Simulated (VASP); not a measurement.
# Sc (Fd-3m) in VASP: single point with PBE

Aim: the single point of Sc with PBE.

Program: VASP 6.6.1. These are calculated values, not measurements. Logs are shortened: lines on timing, memory, paths and dates and some standing lists are left out, and cuts for length are marked.

## 1. The cell of the first run

Symmetry: Fd-3m, No. 227, cubic system. Conventional cell: a = 6.659 Å, b = 6.659 Å, c = 6.659 Å, α = 90.00°, β = 90.00°, γ = 90.00°. Sc (site symmetry -43m) has 4 Sc at 2.88 Å within 3.8 Å.

This isn't the form of Sc at room conditions, which is hcp.

## 2. Single point, PBE

Input file INCAR:

```
SYSTEM = Sc
PREC = Accurate
ENCUT = 520
EDIFF = 1E-7
ISMEAR = -1
SIGMA = 0.13605693000000002
LREAL = .FALSE.
LASPH = .TRUE.
NELM = 100
ALGO = Normal
ISIF = 2
LWAVE = .FALSE.
LCHARG = .TRUE.
GGA = PE
LELF = .TRUE.
LVHAR = .TRUE.
NBANDS = 18
```

Input file KPOINTS:

```
regular mesh
0
G
  8 8 8
  0 0 0
```

Input file POSCAR:

```
Sc
1.0
    0.0000000000      3.3296080605      3.3296080605
    3.3296080605      0.0000000000      3.3296080605
    3.3296080605      3.3296080605      0.0000000000
Sc
2
Direct
    0.0000000000      0.0000000000      0.0000000000
    0.2500000000      0.2500000000      0.2500000000
```

Potentials or basis: VASP PAW PBE potentials, release 64 (Sc_sv).

Launch:

```bash
> cat potpaw_PBE.64/Sc_sv/POTCAR > POTCAR
> mpirun -np 1 vasp_std > vasp.out
```

OUTCAR:

```text
SYSTEM = Sc
   PREC = Accurate
   ENCUT = 520
   EDIFF = 1E-7
   ISMEAR = -1
   LREAL = .FALSE.
   LASPH = .TRUE.
   NELM = 100
   ISIF = 2
   GGA = PE

 ion  position               nearest neighbor table
   1  0.000  0.000  0.000-   2 2.88   2 2.88   2 2.88   2 2.88
   2  0.250  0.250  0.250-   1 2.88   1 2.88   1 2.88   1 2.88

  LATTYP: Found a face centered cubic cell.
 ALAT       =     6.6592161210

  Lattice vectors:

 A1 = (   0.0000000000,   3.3296080605,   3.3296080605)
 A2 = (   3.3296080605,   0.0000000000,   3.3296080605)
 A3 = (   3.3296080605,   3.3296080605,   0.0000000000)

Analysis of symmetry for initial positions (statically):
=====================================================================
 Subroutine PRICEL returns:
 Original cell was already a primitive cell.

 Routine SETGRP: Setting up the symmetry group for a
 face centered cubic supercell.

 Subroutine GETGRP returns: Found 48 space group operations
 (whereof 24 operations were pure point group operations)
 out of a pool of 48 trial point group operations.

The static configuration has the point symmetry T_d .
 The point group associated with its full space group is O_h .

Analysis of symmetry for dynamics (positions and initial velocities):
=====================================================================
 Subroutine PRICEL returns:
 Original cell was already a primitive cell.

 Routine SETGRP: Setting up the symmetry group for a
 face centered cubic supercell.

 Subroutine GETGRP returns: Found 48 space group operations
 (whereof 24 operations were pure point group operations)
 out of a pool of 48 trial point group operations.

The dynamic configuration has the point symmetry T_d .
 The point group associated with its full space group is O_h .

 Subroutine INISYM returns: Found 48 space group operations
 (whereof 24 operations are pure point group operations),
 and found     1 'primitive' translations

----------------------------------------------------------------------------------------

                                     Primitive cell

  volume of cell :      73.8260

[... 78 lines left out ...]
 SYSTEM =  Sc
   PREC   = accura    normal or accurate (medium, high low for compatibility)
   ISTART =      0    job   : 0-new  1-cont  2-samecut
   ICHARG =      2    charge: 1-file 2-atom 10-const
   ISPIN  =      1    spin polarized calculation?
   LNONCOLLINEAR =      F non collinear calculations
   LSORBIT =      F    spin-orbit coupling
   LASPH  =      T    aspherical Exc in radial PAW
   ENCUT  =  520.0 eV  38.22 Ry    6.18 a.u.   8.76  8.76  8.76*2*pi/ulx,y,z
   NELM   =    100;   NELMIN=  2; NELMDL= -5     # of ELM steps
   EDIFF  = 0.1E-06   stopping-criterion for ELM
   LREAL  =      F    real-space projection
   EDIFFG = 0.1E-05   stopping-criterion for IOM
   NSW    =      0    number of steps for IOM
   IBRION =     -1    ionic relax: 0-MD 1-quasi-New 2-CG
   NFREE  =      0    steps in history (QN), initial steepest desc. (CG)
   ISIF   =      2    stress and relaxation
   ISYM   =      2    0-nonsym 1-usesym 2-fastsym
   POTIM  = 0.5000    time-step for ionic-motion
   TEBEG  =    0.0;   TEEND  =   0.0 temperature during run
   PSTRESS=    0.0 pullay stress
   NELECT =      22.0000    total number of electrons
   NUPDOWN=      -1.0000    fix difference up-down
   EMIN   =  10.00;   EMAX   =-10.00  energy-range for DOS
   EFERMI =   0.00;   METHOD = LEGACY
   ISMEAR =    -1;   SIGMA  =   0.14  broadening in eV -4-tet -1-fermi 0-gaus
   EFERMI_NEDOS =   21; number of points for ismear=-14 and -15
   IALGO  =     38    algorithm
   IMIX   =      4    mixing-type and parameters
     AMIX     =   0.40;   BMIX     =  1.00
     AMIX_MAG =   1.60;   BMIX_MAG =  1.00
  volume/ion in A,a.u.               =      36.91       249.10
  Fermi-wavevector in a.u.,A,eV,Ry     =   1.093484  2.066386 16.268598  1.195708
  Thomas-Fermi vector in A             =   2.229771
   LORBIT       =      0    0 simple, 1 ext, 2 COOP (PROOUT), +10 PAW based schemes
   GGA     = PE    functional components
   LHFCALC =     F    Hartree Fock is set to
   AEXX    =    0.0000 exact exchange contribution
   IVDW    =     0    specifies the selected vdW correction
   LEPSILON=     F    determine dielectric tensor
   LRPA    =     F    only Hartree local field effects (RPA)
 non-spin polarized calculation
  energy-cutoff  :      520.00
  volume of cell :       73.83
 maximum number of plane-waves:      2012
   NGX = 17   NGY = 17   NGZ = 17

 number of electron      22.0000006 magnetization

 Free energy of the ion-electron system (eV)
  ---------------------------------------------------
  ext. energy  EPLUGINS =         0.00000000
  ---------------------------------------------------
  free energy    TOTEN  =        -8.70011725 eV

  energy without entropy =       -8.31398642  energy(sigma->0) =       -8.50705184

 E-fermi :   1.4517     XC(G=0):  -8.1661

 val. band max:        1.4489817633   @ k =   0.3750   0.0000   0.0000
 cond. band min:       1.4566178541   @ k =  -0.3750   0.3750   0.1250
 fundamental gap:      0.0076360908
 Fermi energy:         1.4516899422

 k-point     1 :       0.0000    0.0000    0.0000
  band No.  band energies     occupation
      1     -48.5306      2.00000
      2     -48.3646      2.00000
      3     -27.2770      2.00000
      4     -27.2770      2.00000
      5     -27.2770      2.00000
      6     -26.9541      2.00000
[... 481 lines left out ...]
      5     -27.2080      2.00000
      6     -27.0283      2.00000
[... 10 lines left out ...]
     17       3.4639      0.00000
     18       4.3002      0.00000

 [... further k-points ...]

------------------------ aborting loop because EDIFF is reached ----------------------------------------

  FORCE on cell =-STRESS in cart. coord.  units (eV):
  Direction    XX          YY          ZZ          XY          YZ          ZX
  --------------------------------------------------------------------------------------
  -------------------------------------------------------------------------------------
  Total       -0.0012954     -0.0012954     -0.0012954      0.0000000      0.0000000      0.0000000
  in kB       -0.0281121     -0.0281121     -0.0281121      0.0000000      0.0000000      0.0000000
  external PRESSURE =      -0.0281121 kB  Pullay stress =       0.0000000 kB

 VOLUME and BASIS-vectors are now :
 -----------------------------------------------------------------------------
  energy-cutoff  :      520.00
  volume of cell :       73.83
      direct lattice vectors                 reciprocal lattice vectors
     0.000000000  3.329608061  3.329608061    -0.150167825  0.150167825  0.150167825
     3.329608061  0.000000000  3.329608061     0.150167825 -0.150167825  0.150167825
     3.329608061  3.329608061  0.000000000     0.150167825  0.150167825 -0.150167825

 POSITION                                       TOTAL-FORCE (eV/Angst)
 -----------------------------------------------------------------------------------
      0.00000      0.00000      0.00000        -0.000000     -0.000000     -0.000000
      1.66480      1.66480      1.66480         0.000000      0.000000      0.000000
 -----------------------------------------------------------------------------------
    total drift:                                0.000000      0.000000     -0.000000

  FREE ENERGIE OF THE ION-ELECTRON SYSTEM (eV)
  ---------------------------------------------------
  free  energy   TOTEN  =        -8.7001172527 eV

  energy  without entropy=       -8.3139864189  energy(sigma->0) =       -8.50705184
```

OSZICAR:

```text
N       E                     dE             d eps       ncg     rms          rms(c)
DAV:   1     0.299606157843E+03    0.29961E+03   -0.10128E+04  1052   0.118E+03
DAV:   2     0.577381330472E+01   -0.29383E+03   -0.28970E+03  1212   0.525E+02
DAV:   3    -0.948316074000E+01   -0.15257E+02   -0.14766E+02  1670   0.134E+02
DAV:   4    -0.988678148978E+01   -0.40362E+00   -0.40072E+00  1540   0.229E+01
DAV:   5    -0.989812755164E+01   -0.11346E-01   -0.11334E-01  1750   0.351E+00    0.578E+00
DAV:   6    -0.872964848859E+01    0.11685E+01   -0.47791E+00  1492   0.180E+01    0.963E-01
DAV:   7    -0.870462868149E+01    0.25020E-01   -0.14697E-01  1636   0.309E+00    0.548E-01
DAV:   8    -0.870052016944E+01    0.41085E-02   -0.23050E-02  1378   0.185E+00    0.203E-01
DAV:   9    -0.870036426435E+01    0.15591E-03   -0.10642E-02  1466   0.939E-01    0.102E-01
DAV:  10    -0.870011169017E+01    0.25257E-03   -0.21191E-03  1580   0.389E-01    0.883E-03
DAV:  11    -0.870011822536E+01   -0.65352E-05   -0.26500E-05  1536   0.644E-02    0.698E-03
DAV:  12    -0.870011744328E+01    0.78207E-06   -0.54437E-06  1462   0.234E-02    0.104E-03
DAV:  13    -0.870011722093E+01    0.22235E-06   -0.13005E-07   878   0.508E-03    0.127E-04
DAV:  14    -0.870011725268E+01   -0.31750E-07   -0.16666E-08   676   0.257E-03
   1 F= -.87001173E+01 E0= -.85070518E+01  d E =-.386131E+00
```

Run time: 1.7 min. Hardware: 1 thread of AMD EPYC 7R13, shared host; peak memory 0.18 GiB.

Results:

| Quantity | Value |
| --- | --- |
| Free energy | -8.7001 eV |
| Pressure | 0.0 GPa |
| Band gap on the k mesh | zero (bands 11 and 12 overlap by 0.79 eV) |
